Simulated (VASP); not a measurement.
**Mo: relaxation of cell and atoms with PBEsol**

Crystal: Mo.

```
Mo
1.0
    -1.50112    1.50112    1.50112
     1.50112   -1.50112    1.50112
     1.50112    1.50112   -1.50112
Mo
1
Direct
  0.00000 0.00000 0.00000
```

```
Program                : VASP 6.6.1
Task                   : relaxation of cell and atoms
Functional             : PBEsol
Potentials or basis    : VASP PAW PBE potentials, release 64 (Mo_sv)
Cutoff                 : 500 eV
k mesh                 : 20 × 20 × 20
Occupations            : fermi-dirac, width 0.15 eV
Spin                   : no spin polarisation
Target pressure        : 45 GPa
Dipole correction      : no
Further INCAR settings : ALGO = Normal; EDIFF = 1e-07; IBRION = 2; EDIFFG = -0.001; NSW = 80; ISIF = 3
```

```
Relaxed volume                                         : 13.56 Å³/atom
Relaxed cell                                           : a = 2.602 Å, b = 2.602 Å, c = 2.602 Å, α = 109.47°, β = 109.47°, γ = 109.47°
Space group after relaxing (to 0.05 Å)                 : Im-3m (No. 229)
Energy change on relaxing (the enthalpy is what falls) : -9.7 meV/atom
Ionic steps                                            : 3
Pressure after relaxing                                : 45.0 GPa
Band gap on the k mesh                                 : zero (band 7 reaches 19.77 eV, above the bottom of band 8 at 13.21 eV)
```

Step by step:
```csv
step,energy change (eV),largest force (eV/Å),pressure (GPa),volume (Å³)
1,0.0000,0.0000,46.14,13.53
2,-0.0507,0.0000,39.97,13.72
3,-0.0097,0.0000,45.00,13.56
```

Final structure:
```
Mo
1.0
    -1.50238    1.50238    1.50238
     1.50238   -1.50238    1.50238
     1.50238    1.50238   -1.50238
Mo
1
Direct
  0.00000 0.00000 0.00000
```

Levels at points of the mesh, in eV from the Fermi level:
| k point | band 3 | band 4 | band 5 | band 6 | band 7 | band 8 | band 9 | band 10 | band 11 |
| --- | --- | --- | --- | --- | --- | --- | --- | --- | --- |
| (0.00, 0.00, 0.00) | -34.16 | -34.16 | -7.71 | -1.70 | -1.70 | -1.70 | 1.88 | 1.88 | 14.94 |
| (0.50, 0.00, 0.00) | -34.84 | -34.19 | -6.29 | -4.18 | 2.02 | 2.25 | 2.78 | 5.85 | 12.16 |
| (0.50, 0.50, 0.50) | -35.63 | -35.63 | -6.69 | -6.69 | 4.86 | 4.86 | 4.86 | 10.20 | 10.20 |

Run time: 32 s on 1 thread of Intel(R) Xeon(R) 6975P-C (Granite Rapids), on a shared host, peak memory 0.15 GiB.

Caveat: the cell is relaxed towards a set pressure, so the enthalpy falls and the energy may rise; the PAW data sets were made with another functional, which shifts forces and pressure a little.
